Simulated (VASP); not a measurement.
# Mn in VASP: single point with LDA

Aim: the single point of Mn with LDA.

Everything below comes from runs of VASP 6.6.1. Logs are shortened: lines on timing, memory, paths and dates and some standing lists are left out, and cuts for length are marked.

## 1. The cell of the first run

The typed cell holds 2 atoms: a = 2.433 Å, b = 2.433 Å, c = 3.922 Å, α = 90.00°, β = 90.00°, γ = 120.00°.

This isn't the form of Mn at room conditions, which is a 58-atom cubic cell.

## 2. Single point, LDA, non-collinear spin, zero start, spin-orbit coupling

File INCAR:

```
  PREC = Accurate
  ENCUT = 500
  EDIFF = 1E-6
  ISMEAR = -1
  SIGMA = 0.1
  LREAL = False
  LASPH = True
  NELM = 200
  ALGO = Normal
  ISIF = 2
  LWAVE = False
  LCHARG = False
  MAGMOM = 0 0 0 0 0 0
  LORBIT = 11
  LSORBIT = True
  GGA_COMPAT = False
  LORBMOM = True
  LMAXMIX = 4
  NBANDS = 38
```

File KPOINTS:

```
regular mesh
0
Gamma
  15 15 8
```

File POSCAR:

```
Mn
1.0
   -1.3439567319      1.6354144334      1.1987176510
    1.6354144334     -1.3439567319      1.1987176510
    2.7330970638      2.7330970638     -0.6649123368
Mn
2
Direct
    0.0416635149      0.9583364851      0.0000000000
    0.7083364851      0.2916635149      0.5000000000
```

Potentials or basis: VASP PAW LDA potentials, release 64 (Mn_pv).

Command:

```console
$ cat potpaw_LDA.64/Mn_pv/POTCAR > POTCAR
$ mpirun -np 1 vasp_ncl > vasp.out
```

OUTCAR:

```text
PREC = Accurate
   ENCUT = 500
   EDIFF = 1E-6
   ISMEAR = -1
   LREAL = False
   LASPH = True
   NELM = 200
   ISIF = 2
   LORBIT = 11
   LSORBIT = True

 ion  position               nearest neighbor table
   1  0.042  0.958  0.000-   2 2.41   2 2.41   2 2.41   2 2.41   2 2.41   2 2.41
   2  0.708  0.292  0.500-   1 2.41   1 2.41   1 2.41   1 2.41   1 2.41   1 2.41

  LATTYP: Found a base centered monoclinic cell.
 ALAT       =     2.4326099586
 B/A-ratio  =     1.7320767328
 C/A-ratio  =     1.6122424770
 COS(beta)  =    -0.0000964230

  Lattice vectors:

 A1 = (  -1.3439567319,   1.6354144334,   1.1987176510)
 A2 = (   1.6354144334,  -1.3439567319,   1.1987176510)
 A3 = (   2.7330970638,   2.7330970638,  -0.6649123368)

Analysis of symmetry for initial positions (statically):
=====================================================================
 Subroutine PRICEL returns:
 Original cell was already a primitive cell.

 Routine SETGRP: Setting up the symmetry group for a
 base centered monoclinic supercell.

 Subroutine GETGRP returns: Found  4 space group operations
 (whereof  2 operations were pure point group operations)
 out of a pool of  4 trial point group operations.

The static configuration has the point symmetry C_2 .
 The point group associated with its full space group is C_2h.

Analysis of symmetry for dynamics (positions and initial velocities):
=====================================================================
 Subroutine PRICEL returns:
 Original cell was already a primitive cell.

 Routine SETGRP: Setting up the symmetry group for a
 base centered monoclinic supercell.

 Subroutine GETGRP returns: Found  4 space group operations
 (whereof  2 operations were pure point group operations)
 out of a pool of  4 trial point group operations.

The dynamic configuration has the point symmetry C_2 .
 The point group associated with its full space group is C_2h.

Analysis of structural, dynamic, and magnetic symmetry:
=====================================================================
 Subroutine PRICEL returns:
 Original cell was already a primitive cell.

 Routine SETGRP: Setting up the symmetry group for a
 base centered monoclinic supercell.

 Subroutine GETGRP returns: Found  4 space group operations
 (whereof  2 operations were pure point group operations)
 out of a pool of  4 trial point group operations.

The overall configuration has the point symmetry C_2 .
 The point group associated with its full space group is C_2h.
[... 1165 lines left out ...]
      0.89157      2.13299      0.86626        -0.000004      0.000004     -0.000000
 -----------------------------------------------------------------------------------
    total drift:                               -0.000000      0.000000     -0.000000

  FREE ENERGIE OF THE ION-ELECTRON SYSTEM (eV)
  ---------------------------------------------------
  free  energy   TOTEN  =       -20.3742989646 eV

  energy  without entropy=      -20.2861081832  energy(sigma->0) =      -20.33020357

 orbital moment (x)

 # of ion     p       d       tot
 ----------------------------------------
  1         0.000   0.000   0.000
  2         0.000   0.000   0.000
 ----------------------------------------
            0.000   0.000   0.000

 orbital moment (y)

 # of ion     p       d       tot
 ----------------------------------------
  1        -0.000  -0.000  -0.000
  2        -0.000  -0.000  -0.000
 ----------------------------------------
           -0.000  -0.000  -0.000

 orbital moment (z)

 # of ion     p       d       tot
 ----------------------------------------
  1         0.000   0.000   0.000
  2         0.000   0.000   0.000
 ----------------------------------------
            0.000   0.000   0.000

 Spin-Orbit-Coupling matrix elements

 Ion:    1  E_soc:     -0.0307021
 l=   1
     0.0000000    -0.0037566    -0.0037560
    -0.0037566     0.0000000    -0.0037566
    -0.0037560    -0.0037566     0.0000000
 l=   2
     0.0000000    -0.0002706     0.0000000    -0.0002706    -0.0010871
    -0.0002706     0.0000000    -0.0008130    -0.0002710    -0.0002782
     0.0000000    -0.0008130     0.0000000    -0.0008130     0.0000000
    -0.0002706    -0.0002710    -0.0008130     0.0000000    -0.0002782
    -0.0010871    -0.0002782     0.0000000    -0.0002782     0.0000000
 l=   3
     0.0000000     0.0000000     0.0000000     0.0000000     0.0000000     0.0000000     0.0000000
     0.0000000     0.0000000     0.0000000     0.0000000     0.0000000     0.0000000     0.0000000
     0.0000000     0.0000000     0.0000000     0.0000000     0.0000000     0.0000000     0.0000000
     0.0000000     0.0000000     0.0000000     0.0000000     0.0000000     0.0000000     0.0000000
     0.0000000     0.0000000     0.0000000     0.0000000     0.0000000     0.0000000     0.0000000
     0.0000000     0.0000000     0.0000000     0.0000000     0.0000000     0.0000000     0.0000000
     0.0000000     0.0000000     0.0000000     0.0000000     0.0000000     0.0000000     0.0000000

 Ion:    2  E_soc:     -0.0307021
 l=   1
     0.0000000    -0.0037566    -0.0037560
    -0.0037566     0.0000000    -0.0037566
    -0.0037560    -0.0037566     0.0000000
 l=   2
     0.0000000    -0.0002706     0.0000000    -0.0002706    -0.0010871
    -0.0002706     0.0000000    -0.0008130    -0.0002710    -0.0002782
     0.0000000    -0.0008130     0.0000000    -0.0008130     0.0000000
    -0.0002706    -0.0002710    -0.0008130     0.0000000    -0.0002782
    -0.0010871    -0.0002782     0.0000000    -0.0002782     0.0000000
 l=   3
     0.0000000     0.0000000     0.0000000     0.0000000     0.0000000     0.0000000     0.0000000
     0.0000000     0.0000000     0.0000000     0.0000000     0.0000000     0.0000000     0.0000000
     0.0000000     0.0000000     0.0000000     0.0000000     0.0000000     0.0000000     0.0000000
     0.0000000     0.0000000     0.0000000     0.0000000     0.0000000     0.0000000     0.0000000
     0.0000000     0.0000000     0.0000000     0.0000000     0.0000000     0.0000000     0.0000000
     0.0000000     0.0000000     0.0000000     0.0000000     0.0000000     0.0000000     0.0000000
     0.0000000     0.0000000     0.0000000     0.0000000     0.0000000     0.0000000     0.0000000

 total charge

# of ion       s       p       d       tot
------------------------------------------
    1        0.454   6.442   5.245  12.141
    2        0.454   6.442   5.245  12.141
--------------------------------------------------
tot          0.908  12.884  10.490  24.282

 magnetization (x)

# of ion       s       p       d       tot
------------------------------------------
    1        0.000  -0.000   0.000   0.000
    2        0.000  -0.000   0.000   0.000
--------------------------------------------------
tot          0.000  -0.000   0.000   0.000

 magnetization (y)

# of ion       s       p       d       tot
------------------------------------------
    1       -0.000   0.000  -0.000  -0.000
    2       -0.000   0.000  -0.000  -0.000
--------------------------------------------------
tot         -0.000   0.000  -0.000  -0.000

 magnetization (z)

# of ion       s       p       d       tot
------------------------------------------
    1        0.000   0.000   0.000   0.000
    2        0.000   0.000   0.000   0.000
--------------------------------------------------
tot          0.000   0.000   0.000   0.000
```

Wall time 4.2 min (1 thread of Intel Xeon 6975P-C (Granite Rapids), shared host); peak memory 0.51 GiB.

What came out:

| Property | Result |
| --- | --- |
| Free energy | -20.3743 eV |
| Pressure | 0.5 GPa |
| Net moment | 0.00 μB per cell |
| Valence electrons inside the program's atomic spheres | Mn 12.14 |

Moments on the atoms (μB; x, y, z):
```
Mn  0.00 0.00 0.00
Mn  0.00 0.00 0.00
```
